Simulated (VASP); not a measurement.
# Se3Br (I4/mmm) in VASP: further runs, part 2 of 3

VASP 6.6.1. Earlier steps stand in the parts before.

**3. Single point, PBE**

INCAR reads:

```
SYSTEM = Se3Br
ALGO = Normal
EDIFF = 1E-7
ENCUT = 520
GGA = PE
ISIF = 2
ISMEAR = 0
LASPH = .True.
LCHARG = .True.
LELF = .True.
LREAL = .False.
LVHAR = .True.
LWAVE = .False.
NBANDS = 20
NELM = 100
PREC = Accurate
SIGMA = 0.01
```

KPOINTS reads:

```
k-points
0
Gamma
  8 8 8
  0 0 0
```

POSCAR reads:

```
Se3Br
1.0
   -1.9012420000      1.9012420000      8.4819000000
    1.9012420000     -1.9012420000      8.4819000000
    1.9012420000      1.9012420000     -8.4819000000
Se Br
3 1
Direct
    0.2500000000      0.7500000000      0.5000000000
    0.7500000000      0.2500000000      0.5000000000
    0.5000000000      0.5000000000      0.0000000000
    0.0000000000      0.0000000000      0.0000000000
```

Potentials or basis: VASP PAW PBE potentials, release 64 (Se, Br).

On the command line:

```sh
$ cat potpaw_PBE.64/Se/POTCAR potpaw_PBE.64/Br/POTCAR > POTCAR
$ mpirun -np 1 vasp_std > vasp.out
```

OUTCAR:

```text
SYSTEM = Se3Br
   EDIFF = 1E-7
   ENCUT = 520
   GGA = PE
   ISIF = 2
   ISMEAR = 0
   LASPH = .True.
   LREAL = .False.
   NELM = 100
   PREC = Accurate

 ion  position               nearest neighbor table
   1  0.250  0.750  0.500-   2 2.69   2 2.69   2 2.69   2 2.69
   2  0.750  0.250  0.500-   1 2.69   1 2.69   1 2.69   1 2.69
   3  0.500  0.500  0.000-   4 2.69   4 2.69   4 2.69   4 2.69
   4  0.000  0.000  0.000-   3 2.69   3 2.69   3 2.69   3 2.69

  LATTYP: Found a body centered tetragonal cell.
 ALAT       =     3.8024840000
 C/A-ratio  =     4.4612416515

  Lattice vectors:

 A1 = (  -1.9012420000,   1.9012420000,   8.4819000000)
 A2 = (   1.9012420000,  -1.9012420000,   8.4819000000)
 A3 = (   1.9012420000,   1.9012420000,  -8.4819000000)

Analysis of symmetry for initial positions (statically):
=====================================================================
 Subroutine PRICEL returns:
 Original cell was already a primitive cell.

 Routine SETGRP: Setting up the symmetry group for a
 body centered tetragonal supercell.

 Subroutine GETGRP returns: Found 16 space group operations
 (whereof 16 operations were pure point group operations)
 out of a pool of 16 trial point group operations.

The static configuration has the point symmetry D_4h.

Analysis of symmetry for dynamics (positions and initial velocities):
=====================================================================
 Subroutine PRICEL returns:
 Original cell was already a primitive cell.

 Routine SETGRP: Setting up the symmetry group for a
 body centered tetragonal supercell.

 Subroutine GETGRP returns: Found 16 space group operations
 (whereof 16 operations were pure point group operations)
 out of a pool of 16 trial point group operations.

The dynamic configuration has the point symmetry D_4h.

 Subroutine INISYM returns: Found 16 space group operations
 (whereof 16 operations are pure point group operations),
 and found     1 'primitive' translations

----------------------------------------------------------------------------------------

                                     Primitive cell

  volume of cell :     122.6388

  direct lattice vectors                    reciprocal lattice vectors
    -1.901242000  1.901242000  8.481900000     0.000000000  0.262985985  0.058949056
     1.901242000 -1.901242000  8.481900000     0.262985985  0.000000000  0.058949056
     1.901242000  1.901242000 -8.481900000     0.262985985  0.262985985  0.000000000

  length of vectors
     8.897868840  8.897868840  8.897868840     0.269511817  0.269511817  0.371918347

  position of ions in fractional coordinates (direct lattice)
     0.250000000  0.750000000  0.500000000
     0.750000000  0.250000000  0.500000000
     0.500000000  0.500000000  0.000000000
     0.000000000  0.000000000  0.000000000

  ion indices of the primitive-cell ions
   primitive index   ion index
                 1           1
                 2           2
                 3           3
                 4           4

----------------------------------------------------------------------------------------

 KPOINTS: k-points

Automatic generation of k-mesh.
 Grid dimensions read from file:
 generate k-points for:    8    8    8

 Generating k-lattice:

  Cartesian coordinates                     Fractional coordinates (reciprocal lattice)
     0.000000000  0.032873248  0.007368632     0.125000000  0.000000000  0.000000000
     0.032873248  0.000000000  0.007368632     0.000000000  0.125000000  0.000000000
     0.032873248  0.032873248  0.000000000     0.000000000  0.000000000  0.125000000

  Length of vectors
     0.033688977  0.033688977  0.046489793

  Shift w.r.t. Gamma in fractional coordinates (k-lattice)
     0.000000000  0.000000000  0.000000000

 Subroutine IBZKPT returns following result:
 ===========================================

 Found     59 irreducible k-points:

 Following reciprocal coordinates:
            Coordinates               Weight
  0.000000  0.000000  0.000000      1.000000
  0.125000 -0.000000  0.000000      8.000000
  0.250000 -0.000000  0.000000      8.000000
  0.375000 -0.000000  0.000000      8.000000
  0.500000 -0.000000  0.000000      4.000000
  0.125000  0.125000  0.000000      8.000000
[... 16 lines left out ...]
  0.250000  0.125000  0.125000     16.000000
  0.375000  0.125000  0.125000      8.000000
 [... further k-points ...]
   k-points           NKPTS =     59   k-points in BZ     NKDIM =     59   number of bands    NBANDS=     20
   number of dos      NEDOS =    301   number of ions     NIONS =      4
   total plane-waves  NPLWV = 343000
   dimension x,y,z NGX =    70 NGY =   70 NGZ =   70
   dimension x,y,z NGXF=   140 NGYF=  140 NGZF=  140
   ions per type =               3   1
   NGX,Y,Z   is equivalent  to a cutoff of  13.08, 13.08, 13.08 a.u.
   NGXF,Y,Z  is equivalent  to a cutoff of  26.16, 26.16, 26.16 a.u.
 SYSTEM =  Se3Br
   PREC   = accura    normal or accurate (medium, high low for compatibility)
   ISTART =      0    job   : 0-new  1-cont  2-samecut
   ICHARG =      2    charge: 1-file 2-atom 10-const
   ISPIN  =      1    spin polarized calculation?
   LNONCOLLINEAR =      F non collinear calculations
   LSORBIT =      F    spin-orbit coupling
   LASPH  =      T    aspherical Exc in radial PAW
   ENCUT  =  520.0 eV  38.22 Ry    6.18 a.u.  16.54 16.54 16.54*2*pi/ulx,y,z
   NELM   =    100;   NELMIN=  2; NELMDL= -5     # of ELM steps
   EDIFF  = 0.1E-06   stopping-criterion for ELM
   LREAL  =      F    real-space projection
   EDIFFG = 0.1E-05   stopping-criterion for IOM
   NSW    =      0    number of steps for IOM
   IBRION =     -1    ionic relax: 0-MD 1-quasi-New 2-CG
   NFREE  =      0    steps in history (QN), initial steepest desc. (CG)
   ISIF   =      2    stress and relaxation
   ISYM   =      2    0-nonsym 1-usesym 2-fastsym
   POTIM  = 0.5000    time-step for ionic-motion
   TEBEG  =    0.0;   TEEND  =   0.0 temperature during run
   PSTRESS=    0.0 pullay stress
   NELECT =      25.0000    total number of electrons
   NUPDOWN=      -1.0000    fix difference up-down
   EMIN   =  10.00;   EMAX   =-10.00  energy-range for DOS
   EFERMI =   0.00;   METHOD = LEGACY
   ISMEAR =     0;   SIGMA  =   0.01  broadening in eV -4-tet -1-fermi 0-gaus
   EFERMI_NEDOS =   21; number of points for ismear=-14 and -15
   IALGO  =     38    algorithm
   IMIX   =      4    mixing-type and parameters
     AMIX     =   0.40;   BMIX     =  1.00
     AMIX_MAG =   1.60;   BMIX_MAG =  1.00
  volume/ion in A,a.u.               =      30.66       206.90
  Fermi-wavevector in a.u.,A,eV,Ry     =   0.963486  1.820725 12.630367  0.928306
  Thomas-Fermi vector in A             =   2.093036
   LORBIT       =      0    0 simple, 1 ext, 2 COOP (PROOUT), +10 PAW based schemes
   GGA     = PE    functional components
   LHFCALC =     F    Hartree Fock is set to
   AEXX    =    0.0000 exact exchange contribution
   IVDW    =     0    specifies the selected vdW correction
   LEPSILON=     F    determine dielectric tensor
   LRPA    =     F    only Hartree local field effects (RPA)
 non-spin polarized calculation
 Gauss-broadening in eV      SIGMA  =   0.01
  energy-cutoff  :      520.00
  volume of cell :      122.64
 maximum number of plane-waves:      3319
 NGX is ok and might be reduce to    70
   NGX = 33   NGY = 33   NGZ = 33

 number of electron      25.0000002 magnetization

 Free energy of the ion-electron system (eV)
  ---------------------------------------------------
  ext. energy  EPLUGINS =         0.00000000
  ---------------------------------------------------
  free energy    TOTEN  =       -10.96128161 eV

  energy without entropy =      -10.96054920  energy(sigma->0) =      -10.96091540

 E-fermi :   1.4748     XC(G=0):  -8.2176

 val. band max:        1.4705828050   @ k =  -0.2500   0.2500   0.0000
 cond. band min:       1.4753168425   @ k =  -0.2500   0.3750   0.2500
 fundamental gap:      0.0047340375
 Fermi energy:         1.4747554323

 k-point     1 :       0.0000    0.0000    0.0000
  band No.  band energies     occupation
      1     -15.4200      2.00000
      2     -13.4419      2.00000
      3      -9.4980      2.00000
      4      -7.9119      2.00000
      5      -3.5367      2.00000
      6      -3.5367      2.00000
[... 541 lines left out ...]
     19       8.6203      0.00000
     20       8.7722      0.00000

 [... further k-points ...]

------------------------ aborting loop because EDIFF is reached ----------------------------------------

  FORCE on cell =-STRESS in cart. coord.  units (eV):
  Direction    XX          YY          ZZ          XY          YZ          ZX
  --------------------------------------------------------------------------------------
  -------------------------------------------------------------------------------------
  Total        0.0957304      0.0957304      0.1114409      0.0000000      0.0000000      0.0000000
  in kB        1.2506408      1.2506408      1.4558851      0.0000000      0.0000000      0.0000000
  external PRESSURE =       1.3190556 kB  Pullay stress =       0.0000000 kB

 VOLUME and BASIS-vectors are now :
 -----------------------------------------------------------------------------
  energy-cutoff  :      520.00
  volume of cell :      122.64
      direct lattice vectors                 reciprocal lattice vectors
    -1.901242000  1.901242000  8.481900000     0.000000000  0.262985985  0.058949056
     1.901242000 -1.901242000  8.481900000     0.262985985  0.000000000  0.058949056
     1.901242000  1.901242000 -8.481900000     0.262985985  0.262985985  0.000000000

 POSITION                                       TOTAL-FORCE (eV/Angst)
 -----------------------------------------------------------------------------------
      1.90124     -0.00000      4.24095         0.000000     -0.000000     -0.000000
     -0.00000      1.90124      4.24095        -0.000000      0.000000     -0.000000
      0.00000      0.00000      8.48190         0.000000      0.000000      0.000000
      0.00000      0.00000      0.00000         0.000000      0.000000      0.000000
 -----------------------------------------------------------------------------------
    total drift:                               -0.000000     -0.000000     -0.000000

  FREE ENERGIE OF THE ION-ELECTRON SYSTEM (eV)
  ---------------------------------------------------
  free  energy   TOTEN  =       -10.9612816060 eV

  energy  without entropy=      -10.9605491950  energy(sigma->0) =      -10.96091540
```

OSZICAR:

```text
N       E                     dE             d eps       ncg     rms          rms(c)
DAV:   1     0.132012586326E+03    0.13201E+03   -0.98110E+03  2360   0.101E+03
DAV:   2    -0.115871560327E+01   -0.13317E+03   -0.12887E+03  3292   0.175E+02
[... 13 lines left out ...]
DAV:  16    -0.109612842387E+02    0.23108E-03   -0.33919E-05  2712   0.269E-02    0.156E-02
DAV:  17    -0.109612874376E+02   -0.31989E-05   -0.14272E-05  2592   0.159E-02    0.238E-02
DAV:  18    -0.109612842401E+02    0.31976E-05   -0.39410E-07  2668   0.326E-03    0.161E-02
DAV:  19    -0.109612822603E+02    0.19798E-05   -0.13155E-07  1736   0.182E-03    0.918E-03
DAV:  20    -0.109612816010E+02    0.65927E-06   -0.48833E-07  2664   0.342E-03    0.307E-03
DAV:  21    -0.109612816060E+02   -0.50111E-08   -0.17068E-08  1404   0.681E-04
   1 F= -.10961282E+02 E0= -.10960915E+02  d E =-.732411E-03
```

stdout:

```text
POSCAR found type information on POSCAR SeBr
 POSCAR found :  2 types and       4 ions
 scaLAPACK will be used
 LDA part: xc-table for (Slater+PW92), standard interpolation
 POSCAR, INCAR and KPOINTS ok, starting setup
 FFT: planning ... GRIDC
 FFT: planning ... GRID_SOFT
 FFT: planning ... GRID
 WAVECAR not read
 entering main loop
```

Wall time 9 min (1 thread of Intel Xeon 6975P-C (Granite Rapids), shared host); peak memory 0.71 GiB.

Results:

| Property | Result |
| --- | --- |
| Free energy | -10.9613 eV |
| Pressure | 0.1 GPa |
| Band gap on the k mesh | zero (an odd number of electrons rules out a gap without spin polarisation) |

Caveat: an odd number of electrons without spin polarisation forces a metal; a magnetic or distorted state may lie lower.

**4. Single point, PBE**

INCAR reads:

```
SYSTEM = Se3Br
PREC     = Accurate       ! precision mode
ENCUT    = 520            ! plane-wave cutoff, eV
EDIFF    = 1E-7           ! SCF threshold, eV
ISMEAR   = 0              ! smearing method
SIGMA    = 0.05           ! smearing width, eV
LREAL    = .False.        ! projectors in reciprocal space
LASPH    = .True.         ! aspherical terms in the spheres
NELM     = 60             ! most SCF steps
ALGO     = Normal         ! electronic algorithm
ISIF     = 2              ! what is computed and relaxed
LWAVE    = .False.        ! write WAVECAR
LCHARG   = .False.        ! write CHGCAR
GGA      = PE             ! functional
NBANDS   = 20             ! bands
```

KPOINTS reads:

```
Automatic mesh
0
Gamma
  8 8 8
  0 0 0
```

POSCAR is that of step 3.

On the command line:

```sh
$ cat potpaw_PBE.64/Se/POTCAR potpaw_PBE.64/Br/POTCAR > POTCAR
$ mpirun -np 1 vasp_std > vasp.out
```

Wall time 5.2 min (1 thread of Intel Xeon 6975P-C (Granite Rapids), shared host); peak memory 0.69 GiB.

The run converged. Its results:

* Free energy: -10.9653 eV
* Pressure: 0.2 GPa
* Band gap on the k mesh: zero (an odd number of electrons rules out a gap without spin polarisation)

Levels at points of the mesh, in eV from the Fermi level:
```
           k point  band 9  band 10  band 11  band 12  band 13  band 14  band 15  band 16
(0.00, 0.00, 0.00)   -3.82    -3.14     0.33     1.27     2.40     2.40     3.76     3.76
(0.50, 0.00, 0.00)   -1.53    -1.50    -1.44    -1.33    -1.33    -1.09    -0.79    -0.77
(0.50, 0.50, 0.00)   -2.83    -0.95    -0.93    -0.84     3.82     3.83     5.53     5.53
(0.50, 0.50, 0.50)   -3.82    -3.47     0.30     1.28     2.40     2.40     3.76     3.76
```

Caveat: an odd number of electrons without spin polarisation forces a metal; a magnetic or distorted state may lie lower.

(Part 2 of 3 ends here.)
